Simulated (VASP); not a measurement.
A run of VASP 6.6.1:

The input POSCAR:

```
SrCl2
1.0
    0.1632956750      3.4855000000      3.4855000000
    3.6487956750      0.0000000000      3.6487956750
    3.4855000000      3.4855000000      0.1632956750
Sr Cl
1 2
Direct
    0.0000000000      0.0000000000      0.0000000000
    0.2500000000      0.2500000000      0.2500000000
    0.7500000000      0.7500000000      0.7500000000
```

INCAR.step1

```
  PREC = Accurate
  ENCUT = 520
  ISMEAR = 0
  SIGMA = 0.05
  LREAL = False
  LASPH = True
  NELM = 100
  NBANDS = 19
  GGA = PE
  ALGO = Normal
  EDIFF = 1E-4
  LWAVE = True
  LCHARG = False
```

The input INCAR.step2:

```
  PREC = Accurate
  ENCUT = 520
  EDIFF = 1E-7
  ISMEAR = 0
  SIGMA = 0.05
  LREAL = False
  LASPH = True
  NELM = 100
  ALGO = Normal
  ISIF = 2
  LWAVE = False
  LCHARG = False
  METAGGA = R2SCAN
  LMIXTAU = True
  NBANDS = 19
  ISTART = 1
```

Contents of KPOINTS:

```
regular mesh
0
Gamma
  6 6 6
```

Potentials or basis: VASP PAW PBE potentials, release 64 (Sr_sv, Cl).

Command:

```console
$ cat potpaw_PBE.64/Sr_sv/POTCAR potpaw_PBE.64/Cl/POTCAR > POTCAR
$ cp INCAR.step1 INCAR
$ mpirun -np 1 vasp_std > vasp.out
$ cp INCAR.step2 INCAR
$ mpirun -np 1 vasp_std > vasp.out
```

Hardware: 1 thread of Intel Xeon 8259CL (shared host).

Task: How long does it take, and how much memory?

Result: Wall time 7.4 min on 1 thread of Intel Xeon 8259CL (shared host), peak memory 0.3 GiB. Counts: k points 46.
